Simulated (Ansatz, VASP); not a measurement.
**Si8S: VASP beside Ansatz**

```xyz
9
Lattice="3.8155 0.0000 0.0000 0.0000 6.3129 0.0000 0.0000 0.0000 21.2319" Properties=species:S:1:pos:R:3 pbc="T T T"
Si    0.0000    5.9146    4.0000
Si    0.0000    3.5548    4.0000
Si    1.9078    2.7581    5.1014
Si    1.9078    0.3983    5.1014
Si    1.9078    5.8917    7.3178
Si    1.9078    3.5778    7.3178
Si    0.0000    2.6933    8.2319
Si    0.0000    0.4632    8.2319
S     0.0000    7.9541   11.2319
```

Alike in both runs: task single point; functional PBE; dispersion D3(BJ); k mesh 7 × 4 × 1; occupations gaussian, width 0.05 eV; collinear spin.

|  | VASP | Ansatz |
| --- | --- | --- |
| version | VASP 6.6.1 | Ansatz 0.2.0 |
| potentials or method | VASP PAW PBE potentials, release 64 (Si, S), cutoff 520 eV | scalar-relativistic, plane waves, PAW |
| valence electrons in the cell | 38 | 38 |

Ansatz gave:

```
gap on the k mesh at the Fermi level (eV)                     : none
rms of the force components (eV/Å)                            : 0.646
net moment per atom (μB)                                      : 0.05
size of the moment on the site where the two differ most (μB) : 0.52
```

Task: Estimate VASP's values.

Result: gap on the k mesh at the Fermi level (eV): none; rms of the force components (eV/Å): 0.647; net moment per atom (μB): 0.05; size of the moment on the site where the two differ most (μB): 0.38.

Site moments also hang on the region over which each program counts them. Atom by atom the forces differ by 0.002 eV/Å (rms over components). A gap of «none» marks a metal or a gap that the smearing closes. Ansatz's warnings: stability check not made.
